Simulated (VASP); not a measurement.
# PbF2: elastic constants with LDA

PbF2:

```xyz
3
Lattice="0.0000 2.9637 2.9637 2.9637 0.0000 2.9637 2.9637 2.9637 0.0000" Properties=species:S:1:pos:R:3 pbc="T T T"
Pb    0.0000    0.0000    0.0000
F     4.4455    4.4455    4.4455
F     1.4818    1.4818    1.4818
```

```
Program                   : VASP 6.6.1
Task                      : elastic constants
Functional                : LDA
Potentials or basis       : VASP PAW LDA potentials, release 64 (Pb_d, F)
Cutoff                    : 600 eV
k mesh                    : 6 × 6 × 6
Occupations               : gaussian, width 0.01 eV
Spin                      : no spin polarisation
Dipole correction         : no
Ions in elastic constants : relaxed
Further INCAR settings    : ALGO = Normal; EDIFF = 1e-08; IBRION = 6; POTIM = 0.015; NSW = 1; ISIF = 3
```

The elastic constants C11, C12, C44 are 107, 51, 23 GPa. The voigt bulk modulus is 70 GPa. The highest phonon frequency at Γ, LO-TO splitting left out is 235 cm⁻¹.

Phonon frequencies in cm⁻¹ (negative: imaginary):
```tsv
q point	frequencies
(0.000, 0.000, 0.000)	0 0 0 91 91 91 235 235 235
```

Elastic tensor in Voigt notation (GPa, in the Cartesian axes of the cell as first typed):
```
107  51  51   0   0   0
 51 107  51   0   0   0
 51  51 107   0   0   0
  0   0   0  23   0   0
  0   0   0   0  23   0
  0   0   0   0   0  23
```

Clamped-ion elastic tensor (GPa):
```
107  51  51   0   0   0
 51 107  51   0   0   0
 51  51 107   0   0   0
  0   0   0  29   0   0
  0   0   0   0  29   0
  0   0   0   0   0  29
```

Run time: 12 min on 1 thread of AMD EPYC 7R43 64-Core Processor (Zen 3), with other jobs on the host, peak memory 0.23 GiB.

Caveat: the cell is under stress, which shifts elastic constants.
